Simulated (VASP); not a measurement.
Set up this calculation in VASP 6.6.1, as the native input.

| Quantity | Value |
| --- | --- |
| Task | relaxation of shape and atoms at fixed volume |
| Functional | PBE |
| Potentials or basis | VASP PAW PBE potentials, release 64 (Mg) |
| Cutoff | 600 eV |
| k mesh | 11 × 11 × 3 |
| Occupations | fermi-dirac, width 0.08 eV |
| Spin | no spin polarisation |
| Dipole correction | no |
| Further INCAR settings | ALGO = Normal; EDIFF = 1e-07; IBRION = 2; EDIFFG = -0.005; NSW = 50; ISIF = 4 |

The structure of Mg lies in POSCAR:

```
Mg
1.0
    2.9037342735      0.0000000000      0.0000000000
   -1.4518671368      2.5147076467      0.0000000000
    0.0000000000      0.0000000000      9.4447039155
Mg
4
Direct
    0.0000000000      0.0000000000      0.0000000000
    0.0000000000      0.0000000000      0.5000000000
    0.3333333333      0.6666666667      0.2500000000
    0.6666666667      0.3333333333      0.7500000000
```

The input as run:

INCAR

```
PREC = Accurate
ENCUT = 600
EDIFF = 1E-7
ISMEAR = -1
SIGMA = 0.08
LREAL = False
LASPH = True
NELM = 80
ALGO = Normal
ISIF = 4
LWAVE = False
LCHARG = False
GGA = PE
IBRION = 2
NSW = 50
EDIFFG = -0.005
```

KPOINTS

```
regular mesh
0
Gamma
  11 11 3
```

Potentials or basis: VASP PAW PBE potentials, release 64 (Mg).

Launch:

```console
$ cat potpaw_PBE.64/Mg/POTCAR > POTCAR
$ mpirun -np 1 vasp_std > vasp.out
```

Results of the run:

```
Energy gained by relaxing : 0.0 meV/atom
Ionic steps               : 2
Pressure after relaxing   : 18.2 GPa
Band gap on the k mesh    : zero (band 4 reaches 5.31 eV, above the bottom of band 5 at 3.08 eV)
```

Run time: 15 s on 1 thread of Intel(R) Xeon(R) 6975P-C (Granite Rapids) (shared host), peak memory 0.2 GiB.
